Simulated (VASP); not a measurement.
# AgCl (Chlorargyrite) (I4/mmm) in VASP: a series of runs, part 2 of 2

VASP 6.6.1. Earlier steps stand in the parts before.

**3. Single point, PBEsol (in-plane strain -0.02, then relaxed in part)**

The input, INCAR:

```
  ALGO = Normal
  EDIFF = 1E-6
  ENCUT = 500
  GGA = PS
  GGA_COMPAT = F
  ISIF = 2
  ISMEAR = 0
  LASPH = T
  LCHARG = F
  LREAL = F
  LWAVE = F
  NBANDS = 16
  NELM = 120
  PREC = Accurate
  SIGMA = 0.01
```

The input, KPOINTS:

```
k-points
0
Gamma
  8 8 8
```

The input, POSCAR:

```
AgCl
1.0
    2.6692764226      2.6692764226      0.0000000000
   -2.6692764226      2.6692764226      0.0000000000
    0.0000000000      2.6692764226      2.7920614864
Ag Cl
1 1
Direct
    0.0000000000      0.0000000000      0.0000000000
    0.5000000000      0.5000000000      0.0000000000
```

Potentials or basis: VASP PAW PBE potentials, release 64 (Ag, Cl).

Run with:

```sh
> cat potpaw_PBE.64/Ag/POTCAR potpaw_PBE.64/Cl/POTCAR > POTCAR
> mpirun -np 1 vasp_std > vasp.out
```

OUTCAR:

```text
EDIFF = 1E-6
   ENCUT = 500
   GGA = PS
   ISIF = 2
   ISMEAR = 0
   LASPH = T
   LREAL = F
   NELM = 120
   PREC = Accurate

 ion  position               nearest neighbor table
   1  0.000  0.000  0.000-   2 2.67   2 2.67   2 2.67   2 2.67   2 2.79   2 2.79
   2  0.500  0.500  0.000-   1 2.67   1 2.67   1 2.67   1 2.67   1 2.79   1 2.79

  LATTYP: Found a body centered tetragonal cell.
 ALAT       =     3.7749269186
 C/A-ratio  =     1.4792665112

  Lattice vectors:

 A1 = (   2.6692764226,   0.0000000000,  -2.7920614864)
 A2 = (  -2.6692764226,   0.0000000000,  -2.7920614864)
 A3 = (   0.0000000000,   2.6692764226,   2.7920614864)

Analysis of symmetry for initial positions (statically):
=====================================================================
 Subroutine PRICEL returns:
 Original cell was already a primitive cell.

 Routine SETGRP: Setting up the symmetry group for a
 body centered tetragonal supercell.

 Subroutine GETGRP returns: Found 16 space group operations
 (whereof 16 operations were pure point group operations)
 out of a pool of 16 trial point group operations.

The static configuration has the point symmetry D_4h.

Analysis of symmetry for dynamics (positions and initial velocities):
=====================================================================
 Subroutine PRICEL returns:
 Original cell was already a primitive cell.

 Routine SETGRP: Setting up the symmetry group for a
 body centered tetragonal supercell.

 Subroutine GETGRP returns: Found 16 space group operations
 (whereof 16 operations were pure point group operations)
 out of a pool of 16 trial point group operations.

The dynamic configuration has the point symmetry D_4h.

 Subroutine INISYM returns: Found 16 space group operations
 (whereof 16 operations are pure point group operations),
 and found     1 'primitive' translations

----------------------------------------------------------------------------------------

                                     Primitive cell

  volume of cell :      39.7871

  direct lattice vectors                    reciprocal lattice vectors
     2.669276423  2.669276423  0.000000000     0.187316681  0.187316681 -0.179079151
    -2.669276423  2.669276423  0.000000000    -0.187316681  0.187316681 -0.179079151
     0.000000000  2.669276423  2.792061486     0.000000000  0.000000000  0.358158302

  length of vectors
     3.774926919  3.774926919  3.862724940     0.319756814  0.319756814  0.358158302

  position of ions in fractional coordinates (direct lattice)
     0.000000000  0.000000000  0.000000000
     0.500000000  0.500000000  0.000000000

  ion indices of the primitive-cell ions
   primitive index   ion index
                 1           1
                 2           2

----------------------------------------------------------------------------------------

 KPOINTS: k-points

Automatic generation of k-mesh.
 Grid dimensions read from file:
 generate k-points for:    8    8    8

 Generating k-lattice:

  Cartesian coordinates                     Fractional coordinates (reciprocal lattice)
     0.023414585  0.023414585 -0.022384894     0.125000000  0.000000000  0.000000000
    -0.023414585  0.023414585 -0.022384894     0.000000000  0.125000000  0.000000000
     0.000000000  0.000000000  0.044769788     0.000000000  0.000000000  0.125000000

  Length of vectors
     0.039969602  0.039969602  0.044769788

  Shift w.r.t. Gamma in fractional coordinates (k-lattice)
     0.000000000  0.000000000  0.000000000

 Subroutine IBZKPT returns following result:
 ===========================================

 Found     59 irreducible k-points:

 Following reciprocal coordinates:
            Coordinates               Weight
  0.000000  0.000000  0.000000      1.000000
  0.125000  0.000000 -0.000000      8.000000
  0.250000  0.000000 -0.000000      8.000000
  0.375000  0.000000  0.000000      8.000000
  0.500000  0.000000 -0.000000      4.000000
  0.125000  0.125000 -0.000000      8.000000
[... 16 lines left out ...]
  0.250000  0.000000  0.125000      4.000000
  0.375000  0.000000  0.125000      8.000000
 [... further k-points ...]
   k-points           NKPTS =     59   k-points in BZ     NKDIM =     59   number of bands    NBANDS=     16
   number of dos      NEDOS =    301   number of ions     NIONS =      2
   total plane-waves  NPLWV =  21952
   dimension x,y,z NGX =    28 NGY =   28 NGZ =   28
   dimension x,y,z NGXF=    56 NGYF=   56 NGZF=   56
   ions per type =               1   1
   NGX,Y,Z   is equivalent  to a cutoff of  12.33, 12.33, 12.05 a.u.
   NGXF,Y,Z  is equivalent  to a cutoff of  24.66, 24.66, 24.10 a.u.
 SYSTEM =  unknown system
   PREC   = accura    normal or accurate (medium, high low for compatibility)
   ISTART =      0    job   : 0-new  1-cont  2-samecut
   ICHARG =      2    charge: 1-file 2-atom 10-const
   ISPIN  =      1    spin polarized calculation?
   LNONCOLLINEAR =      F non collinear calculations
   LSORBIT =      F    spin-orbit coupling
   LASPH  =      T    aspherical Exc in radial PAW
   ENCUT  =  500.0 eV  36.75 Ry    6.06 a.u.   6.88  6.88  7.04*2*pi/ulx,y,z
   NELM   =    120;   NELMIN=  2; NELMDL= -5     # of ELM steps
   EDIFF  = 0.1E-05   stopping-criterion for ELM
   LREAL  =      F    real-space projection
   EDIFFG = 0.1E-04   stopping-criterion for IOM
   NSW    =      0    number of steps for IOM
   IBRION =     -1    ionic relax: 0-MD 1-quasi-New 2-CG
   NFREE  =      0    steps in history (QN), initial steepest desc. (CG)
   ISIF   =      2    stress and relaxation
   ISYM   =      2    0-nonsym 1-usesym 2-fastsym
   POTIM  = 0.5000    time-step for ionic-motion
   TEBEG  =    0.0;   TEEND  =   0.0 temperature during run
   PSTRESS=    0.0 pullay stress
   NELECT =      18.0000    total number of electrons
   NUPDOWN=      -1.0000    fix difference up-down
   EMIN   =  10.00;   EMAX   =-10.00  energy-range for DOS
   EFERMI =   0.00;   METHOD = LEGACY
   ISMEAR =     0;   SIGMA  =   0.01  broadening in eV -4-tet -1-fermi 0-gaus
   EFERMI_NEDOS =   21; number of points for ismear=-14 and -15
   IALGO  =     38    algorithm
   IMIX   =      4    mixing-type and parameters
     AMIX     =   0.40;   BMIX     =  1.00
     AMIX_MAG =   1.60;   BMIX_MAG =  1.00
  volume/ion in A,a.u.               =      19.89       134.25
  Fermi-wavevector in a.u.,A,eV,Ry     =   1.256758  2.374928 21.489593  1.579441
  Thomas-Fermi vector in A             =   2.390450
   LORBIT       =      0    0 simple, 1 ext, 2 COOP (PROOUT), +10 PAW based schemes
   GGA     = PS    functional components
   LHFCALC =     F    Hartree Fock is set to
   AEXX    =    0.0000 exact exchange contribution
   IVDW    =     0    specifies the selected vdW correction
   LEPSILON=     F    determine dielectric tensor
   LRPA    =     F    only Hartree local field effects (RPA)
 non-spin polarized calculation
 Gauss-broadening in eV      SIGMA  =   0.01
  energy-cutoff  :      500.00
  volume of cell :       39.79
 maximum number of plane-waves:      1030
   NGX = 13   NGY = 13   NGZ = 15

 number of electron      18.0000006 magnetization

 Free energy of the ion-electron system (eV)
  ---------------------------------------------------
  ext. energy  EPLUGINS =         0.00000000
  ---------------------------------------------------
  free energy    TOTEN  =        -6.05318469 eV

  energy without entropy =       -6.05318469  energy(sigma->0) =       -6.05318469

 E-fermi :   4.8685     XC(G=0): -10.5798

 val. band max:        4.7915776350   @ k =   0.5000   0.0000  -0.0000
 cond. band min:       5.3704180520   @ k =   0.0000   0.0000   0.0000
 fundamental gap:      0.5788404170
 Fermi energy:         4.8684644040

 k-point     1 :       0.0000    0.0000    0.0000
  band No.  band energies     occupation
      1     -11.0130      2.00000
      2       1.7492      2.00000
      3       1.8742      2.00000
      4       1.8845      2.00000
      5       1.8845      2.00000
      6       1.8878      2.00000
[... 8 lines left out ...]
     15      17.4841      0.00000
     16      18.0590      0.00000
[... 419 lines left out ...]
 k-point    24 :       0.3750    0.0000    0.1250
  band No.  band energies     occupation
      1     -10.6249      2.00000
      2      -0.6652      2.00000
      3       0.0727      2.00000
      4       0.5946      2.00000
      5       2.1026      2.00000
      6       2.1809      2.00000
[... 8 lines left out ...]
     15      18.1841      0.00000
     16      18.5502      0.00000

 [... further k-points ...]
[... 5 lines left out ...]
  --------------------------------------------------------------------------------------
  -------------------------------------------------------------------------------------
  Total        0.4019930      0.4019930     -0.0118338      0.0000000      0.0000000      0.0000000
  in kB       16.1877707     16.1877707     -0.4765328      0.0000000      0.0000000      0.0000000
  external PRESSURE =      10.6330028 kB  Pullay stress =       0.0000000 kB

 VOLUME and BASIS-vectors are now :
 -----------------------------------------------------------------------------
  energy-cutoff  :      500.00
  volume of cell :       39.79
      direct lattice vectors                 reciprocal lattice vectors
     2.669276423  2.669276423  0.000000000     0.187316681  0.187316681 -0.179079151
    -2.669276423  2.669276423  0.000000000    -0.187316681  0.187316681 -0.179079151
     0.000000000  2.669276423  2.792061486     0.000000000  0.000000000  0.358158302

 POSITION                                       TOTAL-FORCE (eV/Angst)
 -----------------------------------------------------------------------------------
      0.00000      0.00000      0.00000         0.000000      0.000000      0.000000
      0.00000      2.66928      0.00000        -0.000000     -0.000000      0.000000
 -----------------------------------------------------------------------------------
    total drift:                               -0.000000      0.000000     -0.000000

  FREE ENERGIE OF THE ION-ELECTRON SYSTEM (eV)
  ---------------------------------------------------
  free  energy   TOTEN  =        -6.0531846897 eV

  energy  without entropy=       -6.0531846897  energy(sigma->0) =       -6.05318469
```

OSZICAR:

```text
N       E                     dE             d eps       ncg     rms          rms(c)
DAV:   1     0.988756284118E+02    0.98876E+02   -0.84914E+03  1920   0.989E+02
DAV:   2    -0.270307544958E+01   -0.10158E+03   -0.93849E+02  2432   0.223E+02
DAV:   3    -0.619049104862E+01   -0.34874E+01   -0.34812E+01  2384   0.436E+01
DAV:   4    -0.621327525548E+01   -0.22784E-01   -0.22783E-01  2400   0.382E+00
DAV:   5    -0.621355859725E+01   -0.28334E-03   -0.28334E-03  2336   0.416E-01    0.789E+00
DAV:   6    -0.605773049980E+01    0.15583E+00   -0.28230E-01  2440   0.720E+00    0.511E+00
DAV:   7    -0.605456748634E+01    0.31630E-02   -0.66915E-02  2248   0.172E+00    0.214E+00
DAV:   8    -0.605319408447E+01    0.13734E-02   -0.34637E-03  2232   0.616E-01    0.311E-01
DAV:   9    -0.605316147565E+01    0.32609E-04   -0.39959E-04  2472   0.246E-01    0.395E-02
DAV:  10    -0.605318027999E+01   -0.18804E-04   -0.24957E-05  2376   0.487E-02    0.151E-02
DAV:  11    -0.605318471135E+01   -0.44314E-05   -0.37564E-06  2296   0.158E-02    0.372E-03
DAV:  12    -0.605318468968E+01    0.21671E-07   -0.21721E-07  1240   0.367E-03
   1 F= -.60531847E+01 E0= -.60531847E+01  d E =-.934480E-30
```

Wall time 36 s (1 thread of Intel Xeon 8259CL, shared host); peak memory 0.18 GiB.

What came out:

- Free energy: -6.0532 eV
- Pressure: 1.1 GPa
- Band gap on the k mesh: 0.58 eV, indirect (least direct gap 3.28 eV)

Levels at points of the mesh, in eV from the valence-band top:
```csv
k point,band 6,band 7,band 8,band 9,band 10,band 11,band 12,band 13
"(0.00, 0.00, 0.00)",-2.90,-2.84,-2.84,-2.70,0.58,10.50,10.61,10.61
"(0.50, 0.00, 0.00)",-2.49,-2.14,-0.32,0.00,3.67,6.70,7.01,7.47
"(0.50, 0.50, 0.00)",-2.66,-2.39,-2.34,-2.21,1.94,7.51,8.67,11.07
"(0.00, 0.00, 0.50)",-2.73,-2.36,-2.36,-2.24,2.01,7.80,8.24,11.78
```

Caveat: the cell differs from its parent crystal (in-plane strain -0.02, then relaxed in part); the PAW data sets were made with another functional, which shifts forces and pressure a little. A k mesh can miss the band edges.
